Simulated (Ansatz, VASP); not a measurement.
Two plane-wave programs on PCS4

```
CELL_PARAMETERS angstrom
3.06903 0.00000 0.00000
0.00000 3.06903 0.00000
0.00000 0.00000 9.87943
ATOMIC_POSITIONS crystal
P 0.00000 0.00000 0.00000
C 0.50000 0.50000 0.50000
S 0.50000 0.50000 0.14720
S 0.00000 0.00000 0.60422
S 0.00000 0.00000 0.39578
S 0.50000 0.50000 0.85280
```

Change from the starting cell: species swapped into the Ti4CuAg type (P4/mmm, No. 123).

Alike in both runs: functional PBE; dispersion D3(BJ); k mesh 12 × 12 × 4; occupations gaussian, width 0.1 eV; no spin polarisation.

Ansatz relaxed the structure, and its values are those at the end. VASP's run is a single point on that final structure, the one shown.

|  | VASP | Ansatz |
| --- | --- | --- |
| version | VASP 6.6.1 | Ansatz 0.2.0 |
| potentials or method | VASP PAW PBE potentials, release 64 (P, C_h, S), cutoff 910 eV | scalar-relativistic, plane waves, PAW |
| valence electrons in the cell | 33 | 33 |

```tsv
	VASP	Ansatz	Ansatz less VASP
gap on the k mesh at the Fermi level (eV)	none	none	-
rms of the force components (eV/Å)	0.042	0.001	-0.0416
```

A gap of «none» marks a metal or a gap that the smearing closes. Ansatz's warnings: dispersion switch in reach, relaxed geometry near dispersion switch.

Noted on VASP's run: the cutoff is short for stress, so the pressure is rough.
